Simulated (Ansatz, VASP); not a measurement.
**Sn3Se2S in VASP and in Ansatz**

```
Sn Se S
1.0
     6.40528   -6.02336    0.00000
     6.40528    6.02336    0.00000
     0.00000    0.00000    4.25946
Sn Se S
6 4 2
Direct
  0.79538 0.53795 0.25000
  0.46205 0.20462 0.25000
  0.12871 0.87129 0.25000
  0.53795 0.79538 0.75000
  0.20462 0.46205 0.75000
  0.87129 0.12871 0.75000
  0.01993 0.31340 0.25000
  0.68660 0.98007 0.25000
  0.31340 0.01993 0.75000
  0.98007 0.68660 0.75000
  0.35327 0.64673 0.25000
  0.64673 0.35327 0.75000
```

Alike in both runs: task single point; functional PBE; k mesh 2 × 2 × 4; occupations gaussian, width 0.1 eV; no spin polarisation.

```csv
,VASP,Ansatz
version,VASP 6.6.1,Ansatz 0.2.0
potentials or method,"VASP PAW PBE potentials, release 64 (Sn_d, Se, S), cutoff 500 eV","scalar-relativistic, plane waves, PAW"
valence electrons in the cell,120,160
```

VASP gave:

| Property | Result |
| --- | --- |
| gap on the k mesh at the Fermi level (eV) | 0.63 |
| least direct gap on the mesh (eV) | 0.63 |
| pressure (GPa) | -0.7 |
| traceless stress, the component that is largest in VASP (GPa) | -0.27 |
| rms of the force components (eV/Å) | 0.237 |

Problem. Which values does Ansatz return?

Solution. gap on the k mesh at the Fermi level (eV): 0.64; least direct gap on the mesh (eV): 0.64; pressure (GPa): -0.7; traceless stress, the component that is largest in VASP (GPa): -0.26; rms of the force components (eV/Å): 0.235.

Atom by atom the forces differ by 0.006 eV/Å (rms over components). The functional is the same, so the differences come from potentials, cutoffs and numerics. VASP's potentials hold 120 valence electrons a cell and Ansatz's 160, so a difference there can come from the potentials and not from the codes.
